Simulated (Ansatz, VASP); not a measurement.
## CaO in VASP and in Ansatz

```
Ca O
1.0
     0.00000    2.39943    2.39943
     2.39943    0.00000    2.39943
     2.39943    2.39943    0.00000
Ca O
1 1
Direct
  0.00000 0.00000 0.00000
  0.50000 0.50000 0.50000
```

Change from the starting cell: volume scaled by 0.9405, PAW files.

Alike in both runs: task electric field gradients; functional PBE; k mesh 11 × 11 × 11; occupations fermi-dirac, width 0.02 eV; no spin polarisation.

```csv
,VASP,Ansatz
version,VASP 6.6.1,Ansatz 0.2.0
potentials or method,"VASP PAW PBE potentials, release 64 (Ca_sv, O)","PAW with Ansatz's default frozen-core files, scalar-relativistic"
plane-wave cutoff (eV),520,420
valence electrons in the cell,16,16
```

```tsv
	VASP	Ansatz	Ansatz less VASP
gap on the k mesh at the Fermi level (eV)	3.67	3.69	+0.019
pressure (GPa)	2.8	2.2	-0.61
```
